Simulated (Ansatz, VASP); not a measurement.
# One calculation of C, two programs

Contents of INCAR:

```
PREC = Accurate ; ENCUT = 520
EDIFF = 1E-6 ; ISMEAR = 0
SIGMA = 0.15 ; LREAL = False
LASPH = True ; NELM = 100
ALGO = Normal ; ISIF = 2
LWAVE = False ; LCHARG = False
GGA = PE ; IVDW = 12
NBANDS = 11
```

The input KPOINTS:

```
Automatic mesh
0
Gamma
  24 24 6
```

POSCAR

```
C
1.0
    2.8245956865      0.0000000000      0.0000000000
   -1.4122978433      2.1271057565      0.0000000000
    0.0000000000      0.0000000000      8.5238033600
C
2
Direct
    0.3333333333      0.6666666667      0.0000000000
    0.6666666667      0.3333333333      0.0000000000
```

Input for Ansatz:

```yaml
crystal:
  lattice:
    - [2.8245956865, 0.0, 0.0]
    - [-1.4122978433, 2.1271057565, 0.0]
    - [0.0, 0.0, 8.52380336]
  atoms:
    - { symbol: C, position: [0.3333333333, 0.6666666667, 0.0] }
    - { symbol: C, position: [0.6666666667, 0.3333333333, 0.0] }
basis:
  ecutwfc: 420
kpoints:
  mp_grid: { grid: [24, 24, 6] }
hamiltonian:
  xc: pbe
  dispersion: d3bj
scf:
  occupations: { method: gaussian, width: 0.15 }
output:
  forces: true
  stress: true
  eigenvalues: true
```

Change from the starting cell: strain +0.1500 x Voigt [1, 0, 0, 0, 0, 0], atoms carried along.

Alike in both runs: task single point; functional PBE; dispersion D3(BJ); k mesh 24 × 24 × 6; occupations gaussian, width 0.15 eV; no spin polarisation.

|  | VASP | Ansatz |
| --- | --- | --- |
| version | VASP 6.6.1 | Ansatz 0.2.0 |
| potentials or method | VASP PAW PBE potentials, release 64 (C), cutoff 520 eV | scalar-relativistic, plane waves, PAW |
| valence electrons in the cell | 8 | 8 |

VASP gave:

* gap on the k mesh at the Fermi level (eV): 0.04
* least direct gap on the mesh (eV): 0.04
* rms of the force components (eV/Å): 0.021

Which values does Ansatz return?

gap on the k mesh at the Fermi level (eV): 0.04; least direct gap on the mesh (eV): 0.04; rms of the force components (eV/Å): 0.001.

Atom by atom the forces differ by 0.020 eV/Å (rms over components).
